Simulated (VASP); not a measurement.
Rh:

```
CELL_PARAMETERS angstrom
2.72478 0.00000 0.00000
-1.36239 2.35973 0.00000
0.00000 0.00000 13.15499
ATOMIC_POSITIONS crystal
Rh 0.00000 0.00000 0.00000
Rh 0.33333 0.66667 0.16667
Rh 0.66667 0.33333 0.33333
Rh 0.00000 0.00000 0.50000
Rh 0.66667 0.33333 0.66667
Rh 0.33333 0.66667 0.83333
```

This isn't the form of Rh at room conditions, which is fcc.

* Program: VASP 6.6.1
* Task: relaxation of cell and atoms
* Functional: PBE
* Potentials or basis: VASP PAW PBE potentials, release 64 (Rh_pv)
* Cutoff: 600 eV
* k mesh: 18 × 18 × 4
* Occupations: gaussian, width 0.1 eV
* Spin: no spin polarisation

At the start: pressure -0.6 GPa; volume 14.10 Å³/atom.

**Question.** How do energy, volume and symmetry change on relaxing?

**Answer.** Over 6 steps the energy falls by 2.4 meV/atom and the volume is 14.06 Å³/atom (-0.3 %); space group P6_3/mmc (No. 194, to 0.1 Å) before and after.

Step by step:
```csv
step,energy change (eV),largest force (eV/Å),pressure (GPa),volume (Å³)
1,0.0000,0.1331,-0.64,84.58
2,-0.0108,0.0301,1.44,83.89
3,-0.0135,0.0621,0.74,84.10
4,-0.0125,0.0019,-1.27,84.77
5,-0.0143,0.0373,-0.08,84.37
6,-0.0145,0.0052,0.00,84.34
```

Final structure:
```
Rh
1.0
     2.70904    0.00000    0.00000
    -1.35452    2.34610    0.00000
     0.00000    0.00000   13.27058
Rh
6
Direct
  0.00000 0.00000 0.00000
  0.33333 0.66667 0.16724
  0.66667 0.33333 0.33276
  0.00000 0.00000 0.50000
  0.66667 0.33333 0.66724
  0.33333 0.66667 0.83276
```
